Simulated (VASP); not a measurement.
GaCuSe2: single point with PBE

Crystal: GaCuSe2.

```
Ga Cu Se
1.0
    -2.86442    2.86442    5.68571
     2.86442   -2.86442    5.68571
     2.86442    2.86442   -5.68571
Ga Cu Se
2 2 4
Direct
  0.50000 0.50000 0.00000
  0.25000 0.75000 0.50000
  0.00000 0.00000 0.00000
  0.75000 0.25000 0.50000
  0.37500 0.36879 0.49379
  0.63121 0.12500 0.00621
  0.87500 0.88121 0.50621
  0.11879 0.62500 0.99379
```

```yaml
Program: VASP 6.6.1
Task: single point
Functional: PBE
Potentials_or_basis: VASP PAW PBE potentials, release 64 (Ga_d, Cu, Se)
Cutoff: 520 eV
k_mesh: 6 × 6 × 6
Occupations: gaussian, width 0.01 eV
Spin: no spin polarisation
```

- Pressure: -1.5 GPa
- Largest force: 0.036 eV/Å
- Band gap on the k mesh: 0.09 eV

Forces on the atoms (eV/Å):
```
Ga   0.000  0.000  0.000
Ga   0.000  0.000  0.000
Cu   0.000  0.000  0.000
Cu   0.000  0.000  0.000
Se   0.036  0.000  0.000
Se   0.000 -0.036  0.000
Se  -0.036  0.000  0.000
Se   0.000  0.036  0.000
```

Levels at points of the mesh, in eV from the valence-band top:
| k point | band 33 | band 34 | band 35 | band 36 | band 37 | band 38 | band 39 | band 40 |
| --- | --- | --- | --- | --- | --- | --- | --- | --- |
| (0.00, 0.00, 0.00) | -1.34 | -0.01 | 0.00 | 0.00 | 0.09 | 2.12 | 2.15 | 3.98 |
| (0.50, 0.00, 0.00) | -1.14 | -1.00 | -0.93 | -0.41 | 1.95 | 2.35 | 3.24 | 4.03 |
| (0.50, 0.50, 0.00) | -0.68 | -0.68 | -0.35 | -0.35 | 1.01 | 1.01 | 3.34 | 3.34 |
| (0.50, 0.50, 0.50) | -1.00 | -1.00 | -0.72 | -0.72 | 1.73 | 1.73 | 2.11 | 2.11 |

Wall time 13 min on 1 thread of Oxide Virtual Turin-like Processor (shared host), peak memory 0.51 GiB.
